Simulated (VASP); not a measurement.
# Cs (Fm-3m) in VASP: notebook

Runs on Cs. Level: r2SCAN. Tasks: single point.

Program: VASP 6.6.1. These are calculated values, not measurements. Logs are shortened: lines on timing, memory, paths and dates and some standing lists are left out, and cuts for length are marked.

### Step 1. The cell of the first run

Symmetry: Fm-3m, No. 225, cubic system. Conventional cell: a = 7.790 Å, b = 7.790 Å, c = 7.790 Å, α = 90.00°, β = 90.00°, γ = 90.00°.

This isn't the form of Cs at room conditions, which is bcc.

### Step 2. Single point, r2SCAN

Contents of POSCAR:

```
Cs
1.0
    0.0000000000      3.8949733102      3.8949733102
    3.8949733102      0.0000000000      3.8949733102
    3.8949733102      3.8949733102      0.0000000000
Cs
1
Direct
    0.0000000000      0.0000000000      0.0000000000
```

Contents of INCAR.step1:

```
SYSTEM = Cs
PREC = Accurate
ENCUT = 520
ISMEAR = -1
SIGMA = 0.05
LREAL = .FALSE.
LASPH = .TRUE.
NELM = 80
NBANDS = 10
GGA = PE
ALGO = Normal
EDIFF = 1E-4
LWAVE = .TRUE.
LCHARG = .FALSE.
```

Contents of INCAR.step2:

```
SYSTEM = Cs
PREC = Accurate
ENCUT = 520
EDIFF = 1E-7
ISMEAR = -1
SIGMA = 0.05
LREAL = .FALSE.
LASPH = .TRUE.
NELM = 80
ALGO = Normal
ISIF = 2
LWAVE = .FALSE.
LCHARG = .FALSE.
METAGGA = R2SCAN
LMIXTAU = .TRUE.
NBANDS = 10
ISTART = 1
```

Contents of KPOINTS:

```
regular mesh
0
G
  6 6 6
  0 0 0
```

Potentials or basis: VASP PAW PBE potentials, release 64 (Cs_sv).

Run with:

```bash
$ cat potpaw_PBE.64/Cs_sv/POTCAR > POTCAR
$ cp INCAR.step1 INCAR
$ mpirun -np 1 vasp_std > vasp.out
$ cp INCAR.step2 INCAR
$ mpirun -np 1 vasp_std > vasp.out
```

OUTCAR:

```text
SYSTEM = Cs
   PREC = Accurate
   ENCUT = 520
   EDIFF = 1E-7
   ISMEAR = -1
   LREAL = .FALSE.
   LASPH = .TRUE.
   NELM = 80
   ISIF = 2
   METAGGA = R2SCAN
   ISTART = 1

 ion  position               nearest neighbor table
   1  0.000  0.000  0.000-

  LATTYP: Found a face centered cubic cell.
 ALAT       =     7.7899466204

  Lattice vectors:

 A1 = (   0.0000000000,   3.8949733102,   3.8949733102)
 A2 = (   3.8949733102,   0.0000000000,   3.8949733102)
 A3 = (   3.8949733102,   3.8949733102,   0.0000000000)

Analysis of symmetry for initial positions (statically):
=====================================================================
 Subroutine PRICEL returns:
 Original cell was already a primitive cell.

 Routine SETGRP: Setting up the symmetry group for a
 face centered cubic supercell.

 Subroutine GETGRP returns: Found 48 space group operations
 (whereof 48 operations were pure point group operations)
 out of a pool of 48 trial point group operations.

The static configuration has the point symmetry O_h .

Analysis of symmetry for dynamics (positions and initial velocities):
=====================================================================
 Subroutine PRICEL returns:
 Original cell was already a primitive cell.

 Routine SETGRP: Setting up the symmetry group for a
 face centered cubic supercell.

 Subroutine GETGRP returns: Found 48 space group operations
 (whereof 48 operations were pure point group operations)
 out of a pool of 48 trial point group operations.

The dynamic configuration has the point symmetry O_h .

 Subroutine INISYM returns: Found 48 space group operations
 (whereof 48 operations are pure point group operations),
 and found     1 'primitive' translations

----------------------------------------------------------------------------------------

                                     Primitive cell

  volume of cell :     118.1799

  direct lattice vectors                    reciprocal lattice vectors
     0.000000000  3.894973310  3.894973310    -0.128370584  0.128370584  0.128370584
     3.894973310  0.000000000  3.894973310     0.128370584 -0.128370584  0.128370584
     3.894973310  3.894973310  0.000000000     0.128370584  0.128370584 -0.128370584

  length of vectors
     5.508324080  5.508324080  5.508324080     0.222344374  0.222344374  0.222344374

  position of ions in fractional coordinates (direct lattice)
     0.000000000  0.000000000  0.000000000

  ion indices of the primitive-cell ions
   primitive index   ion index
                 1           1

----------------------------------------------------------------------------------------

 KPOINTS: regular mesh

Automatic generation of k-mesh.
 Grid dimensions read from file:
 generate k-points for:    6    6    6

 Generating k-lattice:

  Cartesian coordinates                     Fractional coordinates (reciprocal lattice)
    -0.021395097  0.021395097  0.021395097     0.166666667  0.000000000  0.000000000
     0.021395097 -0.021395097  0.021395097     0.000000000  0.166666667  0.000000000
     0.021395097  0.021395097 -0.021395097     0.000000000  0.000000000  0.166666667

  Length of vectors
     0.037057396  0.037057396  0.037057396

  Shift w.r.t. Gamma in fractional coordinates (k-lattice)
     0.000000000  0.000000000  0.000000000

 Subroutine IBZKPT returns following result:
 ===========================================

 Found     16 irreducible k-points:

 Following reciprocal coordinates:
            Coordinates               Weight
  0.000000  0.000000  0.000000      1.000000
  0.166667  0.000000  0.000000      8.000000
  0.333333  0.000000  0.000000      8.000000
  0.500000  0.000000  0.000000      4.000000
  0.166667  0.166667  0.000000      6.000000
  0.333333  0.166667  0.000000     24.000000
[... 8 lines left out ...]
 -0.333333  0.333333  0.166667     24.000000
 -0.333333  0.500000  0.166667     12.000000
   k-points           NKPTS =     16   k-points in BZ     NKDIM =     16   number of bands    NBANDS=     10
   number of dos      NEDOS =    301   number of ions     NIONS =      1
   total plane-waves  NPLWV =  74088
   dimension x,y,z NGX =    42 NGY =   42 NGZ =   42
   dimension x,y,z NGXF=    84 NGYF=   84 NGZF=   84
   ions per type =               1
   NGX,Y,Z   is equivalent  to a cutoff of  12.68, 12.68, 12.68 a.u.
   NGXF,Y,Z  is equivalent  to a cutoff of  25.35, 25.35, 25.35 a.u.
 SYSTEM =  Cs
   PREC   = accura    normal or accurate (medium, high low for compatibility)
   ISTART =      1    job   : 0-new  1-cont  2-samecut
   ICHARG =      0    charge: 1-file 2-atom 10-const
   ISPIN  =      1    spin polarized calculation?
   LNONCOLLINEAR =      F non collinear calculations
   LSORBIT =      F    spin-orbit coupling
   LASPH  =      T    aspherical Exc in radial PAW
   ENCUT  =  520.0 eV  38.22 Ry    6.18 a.u.  10.24 10.24 10.24*2*pi/ulx,y,z
   NELM   =     80;   NELMIN=  2; NELMDL=  0     # of ELM steps
   EDIFF  = 0.1E-06   stopping-criterion for ELM
   LREAL  =      F    real-space projection
   EDIFFG = 0.1E-05   stopping-criterion for IOM
   NSW    =      0    number of steps for IOM
   IBRION =     -1    ionic relax: 0-MD 1-quasi-New 2-CG
   NFREE  =      0    steps in history (QN), initial steepest desc. (CG)
   ISIF   =      2    stress and relaxation
   ISYM   =      2    0-nonsym 1-usesym 2-fastsym
   POTIM  = 0.5000    time-step for ionic-motion
   TEBEG  =    0.0;   TEEND  =   0.0 temperature during run
   PSTRESS=    0.0 pullay stress
   NELECT =       9.0000    total number of electrons
   NUPDOWN=      -1.0000    fix difference up-down
   EMIN   =  10.00;   EMAX   =-10.00  energy-range for DOS
   EFERMI =   0.00;   METHOD = LEGACY
   ISMEAR =    -1;   SIGMA  =   0.05  broadening in eV -4-tet -1-fermi 0-gaus
   EFERMI_NEDOS =   21; number of points for ismear=-14 and -15
   IALGO  =     38    algorithm
   IMIX   =      4    mixing-type and parameters
     AMIX     =   0.40;   BMIX     =  1.00
     AMIX_MAG =   1.60;   BMIX_MAG =  1.00
  volume/ion in A,a.u.               =     118.18       797.52
  Fermi-wavevector in a.u.,A,eV,Ry     =   0.693918  1.311314  6.551498  0.481522
  Thomas-Fermi vector in A             =   1.776265
   LORBIT       =      0    0 simple, 1 ext, 2 COOP (PROOUT), +10 PAW based schemes
   METAGGA = R2SCAN    functional components
   LHFCALC =     F    Hartree Fock is set to
   AEXX    =    0.0000 exact exchange contribution
   IVDW    =     0    specifies the selected vdW correction
   LEPSILON=     F    determine dielectric tensor
   LRPA    =     F    only Hartree local field effects (RPA)
 non-spin polarized calculation
  energy-cutoff  :      520.00
  volume of cell :      118.18
 maximum number of plane-waves:      3218
 NGX is ok and might be reduce to    42
   NGX = 21   NGY = 21   NGZ = 21

 number of electron       8.9999998 magnetization

 Free energy of the ion-electron system (eV)
  ---------------------------------------------------
  ext. energy  EPLUGINS =         0.00000000
  ---------------------------------------------------
  free energy    TOTEN  =       -25.01070066 eV

  energy without entropy =      -24.99931700  energy(sigma->0) =      -25.00500883

 E-fermi :   0.4558     XC(G=0):  -5.5651

 val. band max:        0.3925360900   @ k =   0.5000   0.3333   0.1667
 cond. band min:       0.5389238420   @ k =   0.5000   0.0000   0.0000
 fundamental gap:      0.1463877520
 Fermi energy:         0.4558022300

 k-point     1 :       0.0000    0.0000    0.0000
  band No.  band energies     occupation
      1     -24.3297      2.00000
      2     -10.7011      2.00000
      3     -10.7010      2.00000
      4     -10.7010      2.00000
      5      -1.2786      2.00000
      6       3.2102      0.00000
      7       3.2102      0.00000
      8       3.2102      0.00000
      9       4.3536      0.00000
     10       4.3536      0.00000

 k-point     2 :       0.1667    0.0000    0.0000
  band No.  band energies     occupation
      1     -24.3282      2.00000
      2     -10.7337      2.00000
      3     -10.7052      2.00000
      4     -10.7052      2.00000
      5      -0.9858      2.00000
      6       2.6584      0.00000
      7       3.3072      0.00000
      8       3.3072      0.00000
      9       4.1644      0.00000
     10       4.1644      0.00000

 k-point     3 :       0.3333    0.0000    0.0000
  band No.  band energies     occupation
      1     -24.3252      2.00000
      2     -10.7973      2.00000
      3     -10.7136      2.00000
      4     -10.7136      2.00000
      5      -0.2145      2.00000
      6       1.8100      0.00000
      7       3.1715      0.00000
      8       3.1715      0.00000
      9       4.5348      0.00000
     10       4.5348      0.00000

 k-point     4 :       0.5000    0.0000    0.0000
  band No.  band energies     occupation
      1     -24.3238      2.00000
      2     -10.8283      2.00000
      3     -10.7178      2.00000
      4     -10.7178      2.00000
      5       0.5389      0.31887
      6       1.1276      0.00000
      7       3.0346      0.00000
      8       3.0346      0.00000
      9       5.1241      0.00000
     10       5.1241      0.00000
[... 118 lines left out ...]
 k-point    14 :       0.5000    0.3333    0.1667
  band No.  band energies     occupation
      1     -24.3233      2.00000
      2     -10.7956      2.00000
      3     -10.7519      2.00000
      4     -10.7287      2.00000
      5       0.3925      1.55988
      6       1.8438      0.00000
      7       2.1014      0.00000
      8       3.5102      0.00000
      9       4.1957      0.00000
     10       5.2177      0.00000

 k-point    15 :      -0.3333    0.3333    0.1667
  band No.  band energies     occupation
      1     -24.3223      2.00000
      2     -10.7992      2.00000
      3     -10.7672      2.00000
      4     -10.7358      2.00000
      5       1.1681      0.00000
      6       1.2869      0.00000
      7       2.0083      0.00000
      8       3.2575      0.00000
      9       4.4446      0.00000
     10       5.1741      0.00000

 k-point    16 :      -0.3333    0.5000    0.1667
  band No.  band energies     occupation
      1     -24.3218      2.00000
      2     -10.8018      2.00000
      3     -10.7650      2.00000
      4     -10.7475      2.00000
      5       1.0786      0.00001
      6       1.6758      0.00000
      7       1.8000      0.00000
      8       3.2095      0.00000
      9       5.0182      0.00000
     10       5.2780      0.00000

------------------------ aborting loop because EDIFF is reached ----------------------------------------

  FORCE on cell =-STRESS in cart. coord.  units (eV):
  Direction    XX          YY          ZZ          XY          YZ          ZX
  --------------------------------------------------------------------------------------
  -------------------------------------------------------------------------------------
  Total        0.0894614      0.0894614      0.0894614     -0.0000000     -0.0000000      0.0000000
  in kB        1.2128379      1.2128379      1.2128379     -0.0000000     -0.0000000      0.0000000
  external PRESSURE =       1.2128379 kB  Pullay stress =       0.0000000 kB

 VOLUME and BASIS-vectors are now :
 -----------------------------------------------------------------------------
  energy-cutoff  :      520.00
  volume of cell :      118.18
      direct lattice vectors                 reciprocal lattice vectors
     0.000000000  3.894973310  3.894973310    -0.128370584  0.128370584  0.128370584
     3.894973310  0.000000000  3.894973310     0.128370584 -0.128370584  0.128370584
     3.894973310  3.894973310  0.000000000     0.128370584  0.128370584 -0.128370584

 POSITION                                       TOTAL-FORCE (eV/Angst)
 -----------------------------------------------------------------------------------
      0.00000      0.00000      0.00000         0.000000      0.000000      0.000000
 -----------------------------------------------------------------------------------
    total drift:                                0.000000     -0.000000     -0.000000

  FREE ENERGIE OF THE ION-ELECTRON SYSTEM (eV)
  ---------------------------------------------------
  free  energy   TOTEN  =       -25.0107006579 eV

  energy  without entropy=      -24.9993169952  energy(sigma->0) =      -25.00500883
```

It took 4 min on 1 thread of Intel Xeon 8259CL, shared host; peak memory 0.28 GiB.

Results:

* Free energy: -25.0107 eV
* Pressure: 0.1 GPa
* Band gap on the k mesh: zero (an odd number of electrons rules out a gap without spin polarisation)

Levels at points of the mesh, in eV from the Fermi level:
| k point | band 1 | band 2 | band 3 | band 4 | band 5 | band 6 | band 7 | band 8 | band 9 | band 10 |
| --- | --- | --- | --- | --- | --- | --- | --- | --- | --- | --- |
| (0.00, 0.00, 0.00) | -24.79 | -11.16 | -11.16 | -11.16 | -1.73 | 2.75 | 2.75 | 2.75 | 3.90 | 3.90 |
| (0.50, 0.00, 0.00) | -24.78 | -11.28 | -11.17 | -11.17 | 0.08 | 0.67 | 2.58 | 2.58 | 4.67 | 4.67 |
| (0.50, 0.50, 0.00) | -24.78 | -11.28 | -11.20 | -11.20 | 0.32 | 1.18 | 1.43 | 4.28 | 4.28 | 4.69 |

Caveat: the PAW data sets were made with another functional, which shifts forces and pressure a little; spin-orbit coupling is left out, which moves the levels of the heavy elements.

### Step 3. Single point, r2SCAN

This run uses another cell than the first one, of 120.64 Å³/atom.

Contents of POSCAR:

```
Cs
1.0
    0.0000000000      3.9218360440      3.9218360440
    3.9218360440      0.0000000000      3.9218360440
    3.9218360440      3.9218360440      0.0000000000
Cs
1
Direct
    0.0000000000      0.0000000000      0.0000000000
```

Contents of INCAR.step1:

```
SYSTEM = Cs
PREC = Accurate
ENCUT = 520
ISMEAR = -1
SIGMA = 0.05
LREAL = .False.
LASPH = .True.
NELM = 80
NBANDS = 10
GGA = PE
ALGO = Normal
EDIFF = 1E-4
LWAVE = .True.
LCHARG = .False.
```

Contents of INCAR.step2:

```
SYSTEM = Cs
PREC = Accurate
ENCUT = 520
EDIFF = 1E-7
ISMEAR = -1
SIGMA = 0.05
LREAL = .False.
LASPH = .True.
NELM = 80
ALGO = Normal
ISIF = 2
LWAVE = .False.
LCHARG = .False.
METAGGA = R2SCAN
LMIXTAU = .True.
NBANDS = 10
ISTART = 1
```

Contents of KPOINTS:

```
Automatic mesh
0
Gamma
  6 6 6
  0 0 0
```

Potentials or basis: VASP PAW PBE potentials, release 64 (Cs_sv).

Run with:

```bash
$ cat potpaw_PBE.64/Cs_sv/POTCAR > POTCAR
$ cp INCAR.step1 INCAR
$ mpirun -np 1 vasp_std > vasp.out
$ cp INCAR.step2 INCAR
$ mpirun -np 1 vasp_std > vasp.out
```

Wall time 4 min (1 thread of Intel Xeon 8259CL, shared host); peak memory 0.28 GiB.

The run converged. Its results:

```
Free energy            : -25.0123 eV
Pressure               : 0.1 GPa
Band gap on the k mesh : zero (an odd number of electrons rules out a gap without spin polarisation)
```

Levels at points of the mesh, in eV from the Fermi level:
```
           k point  band 2  band 3  band 4  band 5  band 6  band 7  band 8  band 9
(0.00, 0.00, 0.00)  -11.17  -11.17  -11.17   -1.71    2.75    2.75    2.75    3.87
(0.50, 0.00, 0.00)  -11.29  -11.18  -11.18    0.09    0.66    2.57    2.57    4.63
(0.50, 0.50, 0.00)  -11.28  -11.21  -11.21    0.34    1.20    1.40    4.23    4.23
```

Caveat: the PAW data sets were made with another functional, which shifts forces and pressure a little; spin-orbit coupling is left out, which moves the levels of the heavy elements.
